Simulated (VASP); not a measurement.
# SiNi (Pnma) in VASP: electric field gradients with PBEsol

Aim: the electric field gradients of SiNi with PBEsol.

Program: VASP 6.6.1. These are calculated values, not measurements. Logs are shortened: lines on timing, memory, paths and dates and some standing lists are left out, and cuts for length are marked.

## 1. The cell of the first run

It takes space group Pnma (No. 62, orthorhombic). The conventional cell has a = 5.104 Å, b = 3.348 Å, c = 5.533 Å, α = 90.00°, β = 90.00°, γ = 90.00°. Si (site symmetry m) has 6 Ni at 2.26 to 2.38 Å and 2 Si at 2.65 Å within 3.0 Å. Ni (site symmetry m) has 6 Si at 2.26 to 2.38 Å and 4 Ni at 2.64 to 2.67 Å within 3.0 Å.

## 2. Electric field gradients, PBEsol

Contents of INCAR:

```
SYSTEM = SiNi
PREC = Accurate
ENCUT = 510
EDIFF = 1E-8
ISMEAR = -1
SIGMA = 0.15
LREAL = .False.
LASPH = .True.
NELM = 120
ALGO = Normal
ISIF = 2
LWAVE = .False.
LCHARG = .False.
GGA = PS
LEFG = .True.
NBANDS = 54
GGA_COMPAT = .False.
```

Contents of KPOINTS:

```
regular mesh
0
Gamma
  8 10 6
  0 0 0
```

Contents of POSCAR:

```
SiNi
1.0
    5.1039670127      0.0000000000      0.0000000000
    0.0000000000      3.3475960595      0.0000000000
    0.0000000000      0.0000000000      5.5332438767
Si Ni
4 4
Direct
    0.3212179394      0.7500000000      0.0857690402
    0.1787820606      0.2500000000      0.5857690402
    0.8212179394      0.7500000000      0.4142309598
    0.6787820606      0.2500000000      0.9142309598
    0.0092114515      0.2500000000      0.1874431825
    0.4907885485      0.7500000000      0.6874431825
    0.5092114515      0.2500000000      0.3125568175
    0.9907885485      0.7500000000      0.8125568175
```

Potentials or basis: VASP PAW PBE potentials, release 64 (Si, Ni_sv_GW).

Command:

```sh
$ cat potpaw_PBE.64/Si/POTCAR potpaw_PBE.64/Ni_sv_GW/POTCAR > POTCAR
$ mpirun -np 1 vasp_std > vasp.out
```

OUTCAR:

```text
SYSTEM = SiNi
   PREC = Accurate
   ENCUT = 510
   EDIFF = 1E-8
   ISMEAR = -1
   LREAL = .False.
   LASPH = .True.
   NELM = 120
   ISIF = 2
   GGA = PS

 ion  position               nearest neighbor table
   1  0.321  0.750  0.086-   8 2.26   7 2.30   7 2.30   6 2.37   5 2.38   5 2.38   4 2.65   4 2.65
                             3 3.13   3 3.13
   2  0.179  0.250  0.586-   7 2.26   8 2.30   8 2.30   5 2.37   6 2.38   6 2.38   3 2.65   3 2.65
                             4 3.13   4 3.13
   3  0.821  0.750  0.414-   6 2.26   5 2.30   5 2.30   8 2.37   7 2.38   7 2.38   2 2.65   2 2.65
                             1 3.13   1 3.13
   4  0.679  0.250  0.914-   5 2.26   6 2.30   6 2.30   7 2.37   8 2.38   8 2.38   1 2.65   1 2.65
                             2 3.13   2 3.13
   5  0.009  0.250  0.187-   4 2.26   3 2.30   3 2.30   2 2.37   1 2.38   1 2.38   7 2.64   7 2.64

   6  0.491  0.750  0.687-   3 2.26   4 2.30   4 2.30   1 2.37   2 2.38   2 2.38   8 2.64   8 2.64

   7  0.509  0.250  0.313-   2 2.26   1 2.30   1 2.30   4 2.37   3 2.38   3 2.38   5 2.64   5 2.64

   8  0.991  0.750  0.813-   1 2.26   2 2.30   2 2.30   3 2.37   4 2.38   4 2.38   6 2.64   6 2.64

  LATTYP: Found a simple orthorhombic cell.
 ALAT       =     3.3475960595
 B/A-ratio  =     1.5246663343
 C/A-ratio  =     1.6529007020

  Lattice vectors:

 A1 = (   0.0000000000,  -3.3475960595,   0.0000000000)
 A2 = (   5.1039670127,   0.0000000000,   0.0000000000)
 A3 = (   0.0000000000,   0.0000000000,   5.5332438767)

Analysis of symmetry for initial positions (statically):
=====================================================================
 Subroutine PRICEL returns:
 Original cell was already a primitive cell.

 Routine SETGRP: Setting up the symmetry group for a
 simple orthorhombic supercell.

 Subroutine GETGRP returns: Found  8 space group operations
 (whereof  2 operations were pure point group operations)
 out of a pool of  8 trial point group operations.

The static configuration has the point symmetry S_2 .
 The point group associated with its full space group is D_2h.

Analysis of symmetry for dynamics (positions and initial velocities):
=====================================================================
 Subroutine PRICEL returns:
 Original cell was already a primitive cell.

 Routine SETGRP: Setting up the symmetry group for a
 simple orthorhombic supercell.

 Subroutine GETGRP returns: Found  8 space group operations
 (whereof  2 operations were pure point group operations)
 out of a pool of  8 trial point group operations.

The dynamic configuration has the point symmetry S_2 .
 The point group associated with its full space group is D_2h.

 Subroutine INISYM returns: Found  8 space group operations
 (whereof  2 operations are pure point group operations),
 and found     1 'primitive' translations

----------------------------------------------------------------------------------------

                                     Primitive cell

  volume of cell :      94.5411

  direct lattice vectors                    reciprocal lattice vectors
     5.103967013  0.000000000  0.000000000     0.195926031  0.000000000  0.000000000
     0.000000000  3.347596059  0.000000000     0.000000000  0.298721824  0.000000000
     0.000000000  0.000000000  5.533243877     0.000000000  0.000000000  0.180725813

  length of vectors
     5.103967013  3.347596059  5.533243877     0.195926031  0.298721824  0.180725813

  position of ions in fractional coordinates (direct lattice)
     0.321217939  0.750000000  0.085769040
     0.178782061  0.250000000  0.585769040
     0.821217939  0.750000000  0.414230960
     0.678782061  0.250000000  0.914230960
     0.009211452  0.250000000  0.187443182
     0.490788548  0.750000000  0.687443182
     0.509211452  0.250000000  0.312556818
     0.990788548  0.750000000  0.812556818

  ion indices of the primitive-cell ions
   primitive index   ion index
                 1           1
[... 84 lines left out ...]
   NFREE  =      0    steps in history (QN), initial steepest desc. (CG)
   ISIF   =      2    stress and relaxation
   ISYM   =      2    0-nonsym 1-usesym 2-fastsym
   POTIM  = 0.5000    time-step for ionic-motion
   TEBEG  =    0.0;   TEEND  =   0.0 temperature during run
   PSTRESS=    0.0 pullay stress
   NELECT =      88.0000    total number of electrons
   NUPDOWN=      -1.0000    fix difference up-down
   EMIN   =  10.00;   EMAX   =-10.00  energy-range for DOS
   EFERMI =   0.00;   METHOD = LEGACY
   ISMEAR =    -1;   SIGMA  =   0.15  broadening in eV -4-tet -1-fermi 0-gaus
   EFERMI_NEDOS =   21; number of points for ismear=-14 and -15
   IALGO  =     38    algorithm
   IMIX   =      4    mixing-type and parameters
     AMIX     =   0.40;   BMIX     =  1.00
     AMIX_MAG =   1.60;   BMIX_MAG =  1.00
  volume/ion in A,a.u.               =      11.82        79.75
  Fermi-wavevector in a.u.,A,eV,Ry     =   1.598437  3.020608 34.762890  2.555000
  Thomas-Fermi vector in A             =   2.695887
   LORBIT       =      0    0 simple, 1 ext, 2 COOP (PROOUT), +10 PAW based schemes
   GGA     = PS    functional components
   LHFCALC =     F    Hartree Fock is set to
   AEXX    =    0.0000 exact exchange contribution
   IVDW    =     0    specifies the selected vdW correction
   LEPSILON=     F    determine dielectric tensor
   LRPA    =     F    only Hartree local field effects (RPA)
 non-spin polarized calculation
  energy-cutoff  :      510.00
  volume of cell :       94.54
 maximum number of plane-waves:      2496
 NGX is ok and might be reduce to    40
   NGX = 19   NGY = 13   NGZ = 21

 number of electron      88.0000029 magnetization

 Free energy of the ion-electron system (eV)
  ---------------------------------------------------
  ext. energy  EPLUGINS =         0.00000000
  ---------------------------------------------------
  free energy    TOTEN  =       -56.04206588 eV

  energy without entropy =      -55.88293990  energy(sigma->0) =      -55.96250289

 E-fermi :   9.9846     XC(G=0): -12.7421

 val. band max:        9.9564385234   @ k =   0.0000   0.0000   0.3333
 cond. band min:      10.0000181623   @ k =   0.1250   0.4000   0.0000
 fundamental gap:      0.0435796389
 Fermi energy:         9.9846061656

 k-point     1 :       0.0000    0.0000    0.0000
  band No.  band energies     occupation
      1     -93.6989      2.00000
      2     -93.6946      2.00000
      3     -93.6941      2.00000
      4     -93.6901      2.00000
      5     -54.3173      2.00000
      6     -54.3110      2.00000
[... 1357 lines left out ...]
     53      15.9729      0.00000
     54      16.6102      0.00000

 [... further k-points ...]

------------------------ aborting loop because EDIFF is reached ----------------------------------------

  FORCE on cell =-STRESS in cart. coord.  units (eV):
  Direction    XX          YY          ZZ          XY          YZ          ZX
  --------------------------------------------------------------------------------------
  -------------------------------------------------------------------------------------
  Total       -0.8407807     -0.8418163     -0.8645925     -0.0000000      0.0000000      0.0000000
  in kB      -14.2486140    -14.2661640    -14.6521491     -0.0000000      0.0000000      0.0000000
  external PRESSURE =     -14.3889757 kB  Pullay stress =       0.0000000 kB

 VOLUME and BASIS-vectors are now :
 -----------------------------------------------------------------------------
  energy-cutoff  :      510.00
  volume of cell :       94.54
      direct lattice vectors                 reciprocal lattice vectors
     5.103967013  0.000000000  0.000000000     0.195926031  0.000000000  0.000000000
     0.000000000  3.347596059  0.000000000     0.000000000  0.298721824  0.000000000
     0.000000000  0.000000000  5.533243877     0.000000000  0.000000000  0.180725813

 POSITION                                       TOTAL-FORCE (eV/Angst)
 -----------------------------------------------------------------------------------
      1.63949      2.51070      0.47458         0.006313     -0.000000      0.000794
      0.91250      0.83690      3.24120        -0.006313     -0.000000      0.000794
      4.19147      2.51070      2.29204         0.006313     -0.000000     -0.000794
      3.46448      0.83690      5.05866        -0.006313     -0.000000     -0.000794
      0.04701      0.83690      1.03717         0.004988      0.000000      0.002794
      2.50497      2.51070      3.80379        -0.004988     -0.000000      0.002794
      2.59900      0.83690      1.72945         0.004988      0.000000     -0.002794
      5.05695      2.51070      4.49608        -0.004988     -0.000000     -0.002794
 -----------------------------------------------------------------------------------
    total drift:                               -0.000000     -0.000000      0.000000

  FREE ENERGIE OF THE ION-ELECTRON SYSTEM (eV)
  ---------------------------------------------------
  free  energy   TOTEN  =       -56.0420658754 eV

  energy  without entropy=      -55.8829398965  energy(sigma->0) =      -55.96250289

 Electric field gradients (V/A^2)
---------------------------------------------------------------------
 ion       V_xx      V_yy      V_zz      V_xy      V_xz      V_yz
---------------------------------------------------------------------
   1      -1.548    -1.709     3.258    -0.000   -19.357    -0.000
   2      -1.548    -1.709     3.258     0.000    19.357     0.000
   3      -1.548    -1.709     3.258    -0.000    19.357    -0.000
   4      -1.548    -1.709     3.258    -0.000   -19.357     0.000
   5      -5.733     7.872    -2.139    -0.000     0.489     0.000
   6      -5.733     7.872    -2.139     0.000    -0.489     0.000
   7      -5.733     7.872    -2.139    -0.000    -0.489     0.000
   8      -5.733     7.872    -2.139    -0.000     0.489    -0.000
---------------------------------------------------------------------

 Electric field gradients after diagonalization (V/A^2)
 (convention: |V_zz| > |V_xx| > |V_yy|)
----------------------------------------------------------------------
 ion       V_xx      V_yy      V_zz     asymmetry (V_yy - V_xx)/ V_zz
----------------------------------------------------------------------
   1     -18.651    -1.709    20.361       0.832
   2     -18.651    -1.709    20.361       0.832
   3     -18.651    -1.709    20.361       0.832
   4     -18.651    -1.709    20.361       0.832
   5      -5.798    -2.074     7.872       0.473
   6      -5.798    -2.074     7.872       0.473
   7      -5.798    -2.074     7.872       0.473
   8      -5.798    -2.074     7.872       0.473
----------------------------------------------------------------------

           NMR quadrupolar parameters

 Cq : quadrupolar parameter    Cq=e*Q*V_zz/h
 eta: asymmetry parameters     (V_yy - V_xx)/ V_zz
 Q  : nuclear electric quadrupole moment in mb (millibarn)
----------------------------------------------------------------------
 ion       Cq(MHz)       eta       Q (mb)
----------------------------------------------------------------------
   1       0.049       0.832       1.000
   2       0.049       0.832       1.000
   3       0.049       0.832       1.000
   4       0.049       0.832       1.000
   5       0.019       0.473       1.000
   6       0.019       0.473       1.000
   7       0.019       0.473       1.000
   8       0.019       0.473       1.000
----------------------------------------------------------------------
```

It took 9.9 min on 1 thread of Intel Xeon 6975P-C (Granite Rapids), shared host; peak memory 0.57 GiB.

What came out:

| Property | Result |
| --- | --- |
| Free energy | -56.0421 eV |
| Pressure | -1.4 GPa |
| Largest force | 0.006 eV/Å |
| Band gap on the k mesh | zero (bands 44 and 45 overlap by 1.83 eV) |
| Largest electric field gradient by atom | Si +20.4; Ni +7.9 V/Å² |

Forces on the atoms (eV/Å):
```
Si   0.006  0.000  0.001
Si  -0.006  0.000  0.001
Si   0.006  0.000 -0.001
Si  -0.006  0.000 -0.001
Ni   0.005  0.000  0.003
Ni  -0.005  0.000  0.003
Ni   0.005  0.000 -0.003
Ni  -0.005  0.000 -0.003
```

Levels at points of the mesh, in eV from the Fermi level:
| k point | band 41 | band 42 | band 43 | band 44 | band 45 | band 46 | band 47 | band 48 |
| --- | --- | --- | --- | --- | --- | --- | --- | --- |
| (0.00, 0.00, 0.00) | -1.85 | -1.26 | -1.17 | -0.97 | 0.62 | 1.37 | 3.38 | 3.87 |
| (0.50, 0.00, 0.00) | -1.90 | -1.90 | 1.03 | 1.03 | 1.04 | 1.04 | 3.75 | 3.75 |
| (0.00, 0.50, 0.00) | -1.97 | -1.97 | -1.48 | -1.48 | -0.60 | -0.60 | 2.05 | 2.05 |
| (0.50, 0.50, 0.00) | -1.76 | -1.76 | -1.76 | -1.76 | 0.51 | 0.51 | 0.51 | 0.51 |
| (0.00, 0.00, 0.50) | -1.46 | -1.46 | -0.22 | -0.22 | 0.90 | 0.90 | 3.37 | 3.37 |
| (0.50, 0.00, 0.50) | -1.03 | -1.03 | 0.79 | 0.79 | 2.36 | 2.36 | 2.70 | 2.70 |
| (0.00, 0.50, 0.50) | -2.05 | -2.05 | -1.75 | -1.75 | 0.17 | 0.17 | 1.39 | 1.39 |
| (0.50, 0.50, 0.50) | -1.95 | -1.95 | -1.95 | -1.95 | 2.64 | 2.64 | 2.64 | 2.64 |

Electric field gradients, principal values (V/Å²):
| atom | least | middle | greatest (by size) |
| --- | --- | --- | --- |
| 1 Si | -1.709 | -18.651 | 20.361 |
| 2 Si | -1.709 | -18.651 | 20.361 |
| 3 Si | -1.709 | -18.651 | 20.361 |
| 4 Si | -1.709 | -18.651 | 20.361 |
| 5 Ni | -2.074 | -5.798 | 7.872 |
| 6 Ni | -2.074 | -5.798 | 7.872 |
| 7 Ni | -2.074 | -5.798 | 7.872 |
| 8 Ni | -2.074 | -5.798 | 7.872 |

Caveat: without QUAD_EFG the Cq values of the log hold for a quadrupole moment of 1 mb, not for the nuclei; the PAW data sets were made with another functional, which shifts forces and pressure a little.

The gap in the log of VASP goes by the Fermi energy; the results here count the filled bands.